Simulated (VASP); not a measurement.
# BP (I-4m2) in VASP: further runs

The runs below take BP through single point, with r2SCAN.

All numbers are computed with VASP 6.6.1; they aren't measurements. Logs are shortened: lines on timing, memory, paths and dates and some standing lists are left out, and cuts for length are marked.

## Step 1: The cell of the first run

It takes space group I-4m2 (No. 119, tetragonal). The conventional cell has a = 3.209 Å, b = 3.209 Å, c = 4.470 Å, α = 90.00°, β = 90.00°, γ = 90.00°. B (site symmetry -4m2) has 4 P at 1.96 Å within 2.6 Å. Within 2.6 Å of P (site symmetry -4m2) lie 4 B at 1.96 Å.

## Step 2: Single point, r2SCAN (strain -0.0150 x Voigt [0, 1, 0, 0, 0, 0])

Contents of POSCAR:

```
BP
1.0
    0.0000000000      2.2349650000      2.2690000000
    2.2690000000      0.0000000000      2.2690000000
    2.2690000000      2.2349650000      0.0000000000
B P
1 1
Direct
    0.0000000000      0.0000000000      0.0000000000
    0.7500000000      0.7500000000      0.7500000000
```

Contents of INCAR.step1:

```
  PREC = Accurate
  ENCUT = 520
  ISMEAR = 0
  SIGMA = 0.05
  LREAL = False
  LASPH = True
  NELM = 60
  NBANDS = 11
  GGA = PE
  ALGO = Normal
  EDIFF = 1E-4
  LWAVE = True
  LCHARG = False
```

Contents of INCAR.step2:

```
  PREC = Accurate
  ENCUT = 520
  EDIFF = 1E-7
  ISMEAR = 0
  SIGMA = 0.05
  LREAL = False
  LASPH = True
  NELM = 60
  ALGO = Normal
  ISIF = 2
  LWAVE = False
  LCHARG = True
  METAGGA = R2SCAN
  LMIXTAU = True
  LELF = True
  LVHAR = True
  NBANDS = 11
  ISTART = 1
```

Contents of KPOINTS:

```
Automatic mesh
0
Gamma
  10 10 10
```

Potentials or basis: VASP PAW PBE potentials, release 64 (B, P).

Launch:

```console
$ cat potpaw_PBE.64/B/POTCAR potpaw_PBE.64/P/POTCAR > POTCAR
$ cp INCAR.step1 INCAR
$ mpirun -np 1 vasp_std > vasp.out
$ cp INCAR.step2 INCAR
$ mpirun -np 1 vasp_std > vasp.out
```

OUTCAR:

```text
PREC = Accurate
   ENCUT = 520
   EDIFF = 1E-7
   ISMEAR = 0
   LREAL = False
   LASPH = True
   NELM = 60
   ISIF = 2
   METAGGA = R2SCAN
   ISTART = 1

 ion  position               nearest neighbor table
   1  0.000  0.000  0.000-   2 1.96   2 1.96   2 1.96   2 1.96
   2  0.750  0.750  0.750-   1 1.96   1 1.96   1 1.96   1 1.96

  LATTYP: Found a body centered tetragonal cell.
 ALAT       =     3.2088505730
 C/A-ratio  =     1.3930003589

  Lattice vectors:

 A1 = (   0.0000000000,  -2.2349650000,   2.2690000000)
 A2 = (   0.0000000000,  -2.2349650000,  -2.2690000000)
 A3 = (   2.2690000000,   2.2349650000,   0.0000000000)

Analysis of symmetry for initial positions (statically):
=====================================================================
 Subroutine PRICEL returns:
 Original cell was already a primitive cell.

 Routine SETGRP: Setting up the symmetry group for a
 body centered tetragonal supercell.

 Subroutine GETGRP returns: Found  8 space group operations
 (whereof  8 operations were pure point group operations)
 out of a pool of 16 trial point group operations.

The static configuration has the point symmetry D_2d.

Analysis of symmetry for dynamics (positions and initial velocities):
=====================================================================
 Subroutine PRICEL returns:
 Original cell was already a primitive cell.

 Routine SETGRP: Setting up the symmetry group for a
 body centered tetragonal supercell.

 Subroutine GETGRP returns: Found  8 space group operations
 (whereof  8 operations were pure point group operations)
 out of a pool of 16 trial point group operations.

The dynamic configuration has the point symmetry D_2d.

 Subroutine INISYM returns: Found  8 space group operations
 (whereof  8 operations are pure point group operations),
 and found     1 'primitive' translations

----------------------------------------------------------------------------------------

                                     Primitive cell

  volume of cell :      23.0128

  direct lattice vectors                    reciprocal lattice vectors
     0.000000000  2.234965000  2.269000000    -0.220361393  0.223717150  0.220361393
     2.269000000  0.000000000  2.269000000     0.220361393 -0.223717150  0.220361393
     2.269000000  2.234965000  0.000000000     0.220361393  0.223717150 -0.220361393

  length of vectors
     3.184875123  3.208850573  3.184875123     0.383624360  0.383624360  0.383624360

  position of ions in fractional coordinates (direct lattice)
     0.000000000  0.000000000  0.000000000
     0.750000000  0.750000000  0.750000000

  ion indices of the primitive-cell ions
   primitive index   ion index
                 1           1
                 2           2

----------------------------------------------------------------------------------------

 KPOINTS: Automatic mesh

Automatic generation of k-mesh.
 Grid dimensions read from file:
 generate k-points for:   10   10   10

 Generating k-lattice:

  Cartesian coordinates                     Fractional coordinates (reciprocal lattice)
    -0.022036139  0.022371715  0.022036139     0.100000000  0.000000000  0.000000000
     0.022036139 -0.022371715  0.022036139     0.000000000  0.100000000  0.000000000
     0.022036139  0.022371715 -0.022036139     0.000000000  0.000000000  0.100000000

  Length of vectors
     0.038362436  0.038362436  0.038362436

  Shift w.r.t. Gamma in fractional coordinates (k-lattice)
     0.000000000  0.000000000  0.000000000

 Subroutine IBZKPT returns following result:
 ===========================================

 Found    102 irreducible k-points:

 Following reciprocal coordinates:
            Coordinates               Weight
  0.000000  0.000000  0.000000      1.000000
  0.100000  0.000000 -0.000000      8.000000
  0.200000  0.000000 -0.000000      8.000000
  0.300000  0.000000 -0.000000      8.000000
  0.400000  0.000000  0.000000      8.000000
  0.500000  0.000000 -0.000000      4.000000
[... 16 lines left out ...]
  0.300000  0.300000  0.000000      4.000000
  0.400000  0.300000 -0.000000     16.000000
 [... further k-points ...]
   k-points           NKPTS =    102   k-points in BZ     NKDIM =    102   number of bands    NBANDS=     11
   number of dos      NEDOS =    301   number of ions     NIONS =      2
   total plane-waves  NPLWV =  13824
   dimension x,y,z NGX =    24 NGY =   24 NGZ =   24
   dimension x,y,z NGXF=    48 NGYF=   48 NGZF=   48
   ions per type =               1   1
   NGX,Y,Z   is equivalent  to a cutoff of  12.53, 12.43, 12.53 a.u.
   NGXF,Y,Z  is equivalent  to a cutoff of  25.06, 24.87, 25.06 a.u.
 SYSTEM =  unknown system
   PREC   = accura    normal or accurate (medium, high low for compatibility)
   ISTART =      1    job   : 0-new  1-cont  2-samecut
   ICHARG =      0    charge: 1-file 2-atom 10-const
   ISPIN  =      1    spin polarized calculation?
   LNONCOLLINEAR =      F non collinear calculations
   LSORBIT =      F    spin-orbit coupling
   LASPH  =      T    aspherical Exc in radial PAW
   ENCUT  =  520.0 eV  38.22 Ry    6.18 a.u.   5.92  5.97  5.92*2*pi/ulx,y,z
   NELM   =     60;   NELMIN=  2; NELMDL=  0     # of ELM steps
   EDIFF  = 0.1E-06   stopping-criterion for ELM
   LREAL  =      F    real-space projection
   EDIFFG = 0.1E-05   stopping-criterion for IOM
   NSW    =      0    number of steps for IOM
   IBRION =     -1    ionic relax: 0-MD 1-quasi-New 2-CG
   NFREE  =      0    steps in history (QN), initial steepest desc. (CG)
   ISIF   =      2    stress and relaxation
   ISYM   =      2    0-nonsym 1-usesym 2-fastsym
   POTIM  = 0.5000    time-step for ionic-motion
   TEBEG  =    0.0;   TEEND  =   0.0 temperature during run
   PSTRESS=    0.0 pullay stress
   NELECT =       8.0000    total number of electrons
   NUPDOWN=      -1.0000    fix difference up-down
   EMIN   =  10.00;   EMAX   =-10.00  energy-range for DOS
   EFERMI =   0.00;   METHOD = LEGACY
   ISMEAR =     0;   SIGMA  =   0.05  broadening in eV -4-tet -1-fermi 0-gaus
   EFERMI_NEDOS =   21; number of points for ismear=-14 and -15
   IALGO  =     38    algorithm
   IMIX   =      4    mixing-type and parameters
     AMIX     =   0.40;   BMIX     =  1.00
     AMIX_MAG =   1.60;   BMIX_MAG =  1.00
  volume/ion in A,a.u.               =      11.51        77.65
  Fermi-wavevector in a.u.,A,eV,Ry     =   1.151105  2.175273 18.028299  1.325043
  Thomas-Fermi vector in A             =   2.287765
   LORBIT       =      0    0 simple, 1 ext, 2 COOP (PROOUT), +10 PAW based schemes
   METAGGA = R2SCAN    functional components
   LHFCALC =     F    Hartree Fock is set to
   AEXX    =    0.0000 exact exchange contribution
   IVDW    =     0    specifies the selected vdW correction
   LEPSILON=     F    determine dielectric tensor
   LRPA    =     F    only Hartree local field effects (RPA)
 non-spin polarized calculation
 Gauss-broadening in eV      SIGMA  =   0.05
  energy-cutoff  :      520.00
  volume of cell :       23.01
 maximum number of plane-waves:       636
   NGX = 11   NGY = 11   NGZ = 11

 number of electron       8.0000001 magnetization

 Free energy of the ion-electron system (eV)
  ---------------------------------------------------
  ext. energy  EPLUGINS =         0.00000000
  ---------------------------------------------------
  free energy    TOTEN  =       -17.30651629 eV

  energy without entropy =      -17.30651629  energy(sigma->0) =      -17.30651629

 E-fermi :   7.9028     XC(G=0): -11.5697

 val. band max:        7.6746158098   @ k =   0.0000   0.0000   0.0000
 cond. band min:       8.8597262866   @ k =   0.4000   0.0000   0.4000
 fundamental gap:      1.1851104768
 Fermi energy:         7.9027743087

 k-point     1 :       0.0000    0.0000    0.0000
  band No.  band energies     occupation
      1      -8.8294      2.00000
      2       7.5185      2.00000
      3       7.5185      2.00000
      4       7.6746      2.00000
      5      11.1730      0.00000
      6      11.2665      0.00000
      7      11.2665      0.00000
      8      15.8208      0.00000
      9      20.0500      0.00000
     10      20.0907      0.00000
     11      20.4639      0.00000

 k-point     2 :       0.1000    0.0000   -0.0000
  band No.  band energies     occupation
      1      -8.6377      2.00000
      2       6.1863      2.00000
      3       7.1970      2.00000
      4       7.3154      2.00000
      5      11.6115      0.00000
      6      11.7017      0.00000
      7      11.7767      0.00000
      8      16.3466      0.00000
      9      19.4038      0.00000
     10      19.7411      0.00000
     11      20.6918      0.00000

 k-point     3 :       0.2000    0.0000   -0.0000
  band No.  band energies     occupation
      1      -8.0697      2.00000
      2       3.7021      2.00000
      3       6.5838      2.00000
      4       6.7278      2.00000
      5      11.9901      0.00000
      6      12.4477      0.00000
      7      12.4708      0.00000
      8      17.5509      0.00000
      9      18.8771      0.00000
     10      19.0654      0.00000
     11      21.5616      0.00000

 k-point     4 :       0.3000    0.0000   -0.0000
  band No.  band energies     occupation
      1      -7.1564      2.00000
      2       1.1942      2.00000
      3       6.0441      2.00000
      4       6.2185      2.00000
      5      11.9277      0.00000
      6      12.7394      0.00000
      7      12.8561      0.00000
      8      18.4682      0.00000
      9      19.6244      0.00000
     10      19.6299      0.00000
     11      21.8273      0.00000

 k-point     5 :       0.4000    0.0000    0.0000
  band No.  band energies     occupation
      1      -6.0157      2.00000
      2      -0.9585      2.00000
      3       5.7000      2.00000
      4       5.8973      2.00000
      5      11.8133      0.00000
      6      12.6226      0.00000
      7      12.8030      0.00000
      8      18.6081      0.00000
      9      21.3975      0.00000
     10      21.5544      0.00000
     11      22.8274      0.00000
[... 211 lines left out ...]
 k-point    21 :      -0.3000    0.2000    0.0000
  band No.  band energies     occupation
      1      -5.7660      2.00000
      2       0.1186      2.00000
      3       2.5724      2.00000
      4       5.5699      2.00000
      5      11.8915      0.00000
      6      14.1522      0.00000
      7      15.0339      0.00000
      8      17.6962      0.00000
      9      18.5594      0.00000
     10      21.2939      0.00000
     11      25.6486      0.00000

 k-point    22 :      -0.2000    0.2000    0.0000
  band No.  band energies     occupation
      1      -6.8366      2.00000
      2       1.9702      2.00000
      3       3.0956      2.00000
      4       6.2896      2.00000
      5      12.5164      0.00000
      6      13.2787      0.00000
      7      14.4252      0.00000
      8      16.6409      0.00000
      9      17.6042      0.00000
     10      22.2865      0.00000
     11      24.6653      0.00000

 k-point    23 :       0.3000    0.3000    0.0000
  band No.  band energies     occupation
      1      -6.5968      2.00000
      2       2.3761      2.00000
      3       4.1476      2.00000
      4       4.1961      2.00000
      5       9.3646      0.00000
      6      11.8365      0.00000
      7      16.9676      0.00000
      8      17.3423      0.00000
      9      21.6750      0.00000
     10      22.7785      0.00000
     11      25.3578      0.00000

 k-point    24 :       0.4000    0.3000   -0.0000
  band No.  band energies     occupation
      1      -5.7196      2.00000
      2       0.9715      2.00000
      3       3.2770      2.00000
      4       3.8616      2.00000
      5       9.6690      0.00000
      6      11.5670      0.00000
      7      17.6250      0.00000
      8      18.0388      0.00000
      9      22.7012      0.00000
     10      23.7480      0.00000
     11      25.8815      0.00000

 [... further k-points ...]
[... 5 lines left out ...]
  --------------------------------------------------------------------------------------
  -------------------------------------------------------------------------------------
  Total        0.0706537      0.6933571      0.0706537      0.0000000      0.0000000      0.0000000
  in kB        4.9189901     48.2722835      4.9189901      0.0000000      0.0000000      0.0000000
  external PRESSURE =      19.3700879 kB  Pullay stress =       0.0000000 kB

 VOLUME and BASIS-vectors are now :
 -----------------------------------------------------------------------------
  energy-cutoff  :      520.00
  volume of cell :       23.01
      direct lattice vectors                 reciprocal lattice vectors
     0.000000000  2.234965000  2.269000000    -0.220361393  0.223717150  0.220361393
     2.269000000  0.000000000  2.269000000     0.220361393 -0.223717150  0.220361393
     2.269000000  2.234965000  0.000000000     0.220361393  0.223717150 -0.220361393

 POSITION                                       TOTAL-FORCE (eV/Angst)
 -----------------------------------------------------------------------------------
      0.00000      0.00000      0.00000        -0.000000      0.000000     -0.000000
      3.40350      3.35245      3.40350         0.000000      0.000000      0.000000
 -----------------------------------------------------------------------------------
    total drift:                               -0.000000     -0.000000     -0.000000

  FREE ENERGIE OF THE ION-ELECTRON SYSTEM (eV)
  ---------------------------------------------------
  free  energy   TOTEN  =       -17.3065162866 eV

  energy  without entropy=      -17.3065162866  energy(sigma->0) =      -17.30651629
```

Wall time 3.3 min (1 thread of AMD EPYC 7R13, shared host); peak memory 0.12 GiB.

Results:

```
Free energy            : -17.3065 eV
Pressure               : 1.9 GPa
Band gap on the k mesh : 1.19 eV, indirect (least direct gap 3.50 eV)
```

Stress tensor (GPa, compression positive):
```
0.49 0.00 0.00
0.00 4.83 0.00
0.00 0.00 0.49
```

Caveat: the cell differs from its parent crystal (strain -0.0150 x Voigt [0, 1, 0, 0, 0, 0]); the PAW data sets were made with another functional, which shifts forces and pressure a little.

(Part 1 of 2 ends here.)
